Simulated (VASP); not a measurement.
# CsBa3 (Pm-3m) in VASP: notebook, part 2 of 2

VASP 6.6.1. Earlier steps stand in the parts before.

## Step 3: Relaxation of cell and atoms, PBE

INCAR

```
PREC     = Accurate       # precision mode
ENCUT    = 600            # plane-wave cutoff, eV
EDIFF    = 1E-6           # SCF threshold, eV
ISMEAR   = 0              # smearing method
SIGMA    = 0.05           # smearing width, eV
LREAL    = F              # projectors in reciprocal space
LASPH    = T              # aspherical terms in the spheres
NELM     = 60             # most SCF steps
ALGO     = Normal         # electronic algorithm
ISIF     = 3              # what is computed and relaxed
LWAVE    = F              # write WAVECAR
LCHARG   = F              # write CHGCAR
GGA      = PE             # functional
IBRION   = 2              # ionic algorithm
NSW      = 80             # ionic steps
EDIFFG   = -0.03          # ionic threshold
```

KPOINTS

```
Automatic mesh
0
Gamma
  7 7 7
```

POSCAR

```
CsBa3
1.0
    6.6043710000      0.0000000000      0.0000000000
    0.0000000000      6.6043710000      0.0000000000
    0.0000000000      0.0000000000      6.6043710000
Cs Ba
1 3
Direct
    0.0000000000      0.0000000000      0.0000000000
    0.0000000000      0.5000000000      0.5000000000
    0.5000000000      0.0000000000      0.5000000000
    0.5000000000      0.5000000000      0.0000000000
```

Potentials or basis: VASP PAW PBE potentials, release 64 (Cs_sv, Ba_sv).

Started as:

```sh
cat potpaw_PBE.64/Cs_sv/POTCAR potpaw_PBE.64/Ba_sv/POTCAR > POTCAR
mpirun -np 1 vasp_std > vasp.out
```

OUTCAR:

```text
PREC = Accurate
   ENCUT = 600
   EDIFF = 1E-6
   ISMEAR = 0
   LREAL = F
   LASPH = T
   NELM = 60
   ISIF = 3
   GGA = PE
   IBRION = 2
   NSW = 80
   EDIFFG = -0.03

 ion  position               nearest neighbor table
   1  0.000  0.000  0.000-
   2  0.000  0.500  0.500-   3 4.67   4 4.67   4 4.67   3 4.67   3 4.67   4 4.67   4 4.67   3 4.67

   3  0.500  0.000  0.500-   2 4.67   4 4.67   4 4.67   2 4.67   4 4.67   4 4.67   2 4.67   2 4.67

   4  0.500  0.500  0.000-   2 4.67   3 4.67   2 4.67   3 4.67   3 4.67   3 4.67   2 4.67   2 4.67

  LATTYP: Found a simple cubic cell.
 ALAT       =     6.6043710000

  Lattice vectors:

 A1 = (   6.6043710000,   0.0000000000,   0.0000000000)
 A2 = (   0.0000000000,   6.6043710000,   0.0000000000)
 A3 = (   0.0000000000,   0.0000000000,   6.6043710000)

Analysis of symmetry for initial positions (statically):
=====================================================================
 Subroutine PRICEL returns:
 Original cell was already a primitive cell.

[... 169 lines left out ...]

 E-fermi :   1.3711     XC(G=0):  -6.9424

 val. band max:        1.3305850785   @ k =   0.2857   0.2857   0.1429
 cond. band min:       1.3729545750   @ k =   0.4286   0.1429   0.0000
 fundamental gap:      0.0423694965
 Fermi energy:         1.3710894879

 k-point     1 :       0.0000    0.0000    0.0000
  band No.  band energies     occupation
      1     -27.9637      2.00000
      2     -27.9422      2.00000
      3     -27.9422      2.00000
      4     -21.5177      2.00000
      5     -13.2048      2.00000
      6     -13.2048      2.00000
[... 509 lines left out ...]
     22       2.3247      0.00000
     23       2.3365      0.00000

------------------------ aborting loop because EDIFF is reached ----------------------------------------

  FORCE on cell =-STRESS in cart. coord.  units (eV):
  Direction    XX          YY          ZZ          XY          YZ          ZX
  --------------------------------------------------------------------------------------
  -------------------------------------------------------------------------------------
  Total        0.1169948      0.1169948      0.1169948     -0.0000000     -0.0000000     -0.0000000
  in kB        0.6507029      0.6507029      0.6507029     -0.0000000     -0.0000000     -0.0000000
  external PRESSURE =       0.6507029 kB  Pullay stress =       0.0000000 kB

 VOLUME and BASIS-vectors are now :
 -----------------------------------------------------------------------------
  energy-cutoff  :      600.00
  volume of cell :      288.07
      direct lattice vectors                 reciprocal lattice vectors
     6.604371000  0.000000000  0.000000000     0.151414874  0.000000000  0.000000000
     0.000000000  6.604371000  0.000000000     0.000000000  0.151414874  0.000000000
     0.000000000  0.000000000  6.604371000     0.000000000  0.000000000  0.151414874

 POSITION                                       TOTAL-FORCE (eV/Angst)
 -----------------------------------------------------------------------------------
      0.00000      0.00000      0.00000         0.000000      0.000000      0.000000
      0.00000      3.30219      3.30219         0.000000      0.000000      0.000000
      3.30219      0.00000      3.30219         0.000000      0.000000      0.000000
      3.30219      3.30219      0.00000         0.000000      0.000000      0.000000
 -----------------------------------------------------------------------------------
    total drift:                                0.000000      0.000000      0.000000

  FREE ENERGIE OF THE ION-ELECTRON SYSTEM (eV)
  ---------------------------------------------------
  free  energy   TOTEN  =        -5.9651743473 eV

  energy  without entropy=       -5.9593623687  energy(sigma->0) =       -5.96226836

 reached required accuracy - stopping structural energy minimisation
```

OSZICAR:

```text
N       E                     dE             d eps       ncg     rms          rms(c)
DAV:   1     0.349670061195E+03    0.34967E+03   -0.16291E+04   920   0.150E+03
DAV:   2     0.309880742747E+02   -0.31868E+03   -0.31617E+03  1371   0.266E+02
DAV:   3    -0.471963995608E+01   -0.35708E+02   -0.35539E+02  1321   0.940E+01
DAV:   4    -0.597229304689E+01   -0.12527E+01   -0.12359E+01  1301   0.155E+01
DAV:   5    -0.600403872659E+01   -0.31746E-01   -0.31689E-01  1265   0.239E+00    0.232E+00
DAV:   6    -0.597253296145E+01    0.31506E-01   -0.90932E-02  1228   0.109E+00    0.135E+00
DAV:   7    -0.596496489386E+01    0.75681E-02   -0.96276E-02  1165   0.134E+00    0.188E-01
DAV:   8    -0.596515235917E+01   -0.18747E-03   -0.72398E-03  1137   0.438E-01    0.573E-02
DAV:   9    -0.596516087094E+01   -0.85118E-05   -0.18903E-04  1404   0.721E-02    0.249E-02
DAV:  10    -0.596517441965E+01   -0.13549E-04   -0.26878E-05  1109   0.370E-02    0.355E-03
DAV:  11    -0.596517434732E+01    0.72332E-07   -0.12330E-06   831   0.543E-03
   1 F= -.59651743E+01 E0= -.59622684E+01  d E =-.596517E+01
```

CONTCAR:

```text
CsBa3
   1.00000000000000
     6.6043710000000004    0.0000000000000000    0.0000000000000000
     0.0000000000000000    6.6043710000000004    0.0000000000000000
     0.0000000000000000    0.0000000000000000    6.6043710000000004
  Cs              Ba
     1     3
Direct
     0.0000000000000000    0.0000000000000000    0.0000000000000000
     0.0000000000000000    0.5000000000000000    0.5000000000000000
     0.5000000000000000    0.0000000000000000    0.5000000000000000
     0.5000000000000000    0.5000000000000000    0.0000000000000000

  0.00000000E+00  0.00000000E+00  0.00000000E+00
  0.00000000E+00  0.00000000E+00  0.00000000E+00
  0.00000000E+00  0.00000000E+00  0.00000000E+00
  0.00000000E+00  0.00000000E+00  0.00000000E+00
```

Run time: 64 s. Hardware: 1 thread of Intel Xeon 6975P-C (Granite Rapids), shared host; peak memory 0.47 GiB.

What came out:

| Property | Result |
| --- | --- |
| Free energy | -5.9652 eV |
| Pressure after relaxing | 0.1 GPa |

Final structure:
```cif
data_structure
_symmetry_space_group_name_H-M 'P 1'
_symmetry_Int_Tables_number 1
_cell_length_a 6.6044
_cell_length_b 6.6044
_cell_length_c 6.6044
_cell_angle_alpha 90.000
_cell_angle_beta 90.000
_cell_angle_gamma 90.000
_cell_volume 288.07
loop_
_atom_site_label
_atom_site_type_symbol
_atom_site_fract_x
_atom_site_fract_y
_atom_site_fract_z
_atom_site_occupancy
Cs1 Cs 0.00000 0.00000 0.00000 1
Ba1 Ba 0.00000 0.50000 0.50000 1
Ba2 Ba 0.50000 0.00000 0.50000 1
Ba3 Ba 0.50000 0.50000 0.00000 1
```

Caveat: the relaxation stopped at its first step, so nothing moved; spin-orbit coupling is left out, which moves the levels of the heavy elements.
